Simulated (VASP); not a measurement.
Write the native input for VASP 6.6.1 that does the following.

- Task: single point
- Functional: PBE
- Potentials or basis: VASP PAW PBE potentials, release 64 (Pd)
- Cutoff: 520 eV
- k mesh: 12 × 12 × 12
- Occupations: fermi-dirac, width 0.05 eV
- Spin: collinear spin, antiferromagnetic start
- Starting moments: [0.5, -0.5] μB
- Dipole correction: no
- Further INCAR settings: ALGO = Normal; EDIFF = 1e-06; NBANDS = 21

The structure of Pd lies in POSCAR:

```
Pd
1.0
    0.0000000000      2.6809413212      2.6809413212
    2.6809413212      0.0000000000      2.6809413212
    2.6809413212      2.6809413212      0.0000000000
Pd
2
Direct
    0.0000000000      0.0000000000      0.0000000000
    0.5000000000      0.5000000000      0.5000000000
```

This cell differs from its parent crystal: volume scaled by 1.08.

These files were run (other wordings do the same):

INCAR

```
ALGO = Normal
EDIFF = 1E-6
ENCUT = 520
GGA = PE
ISIF = 2
ISMEAR = -1
ISPIN = 2
LASPH = True
LCHARG = False
LMAXMIX = 4
LORBIT = 11
LREAL = False
LWAVE = False
MAGMOM = 0.5 -0.5
NBANDS = 21
NELM = 150
PREC = Accurate
SIGMA = 0.05
```

KPOINTS

```
k-points
0
Gamma
  12 12 12
```

Potentials or basis: VASP PAW PBE potentials, release 64 (Pd).

Command:

```sh
$ cat potpaw_PBE.64/Pd/POTCAR > POTCAR
$ mpirun -np 1 vasp_std > vasp.out
```

It gave:

```yaml
Pressure: -7.6 GPa
Band_gap_on_the_k_mesh: zero (filled and empty bands overlap)
Net_moment: 0.00 μB per cell
Valence_electrons_inside_the_program's_atomic_spheres: Pd 9.23
```

Run time: 55 s on 1 thread of AMD EPYC 9R45 96-Core Processor (Zen 5), with other jobs on the host, peak memory 0.19 GiB.
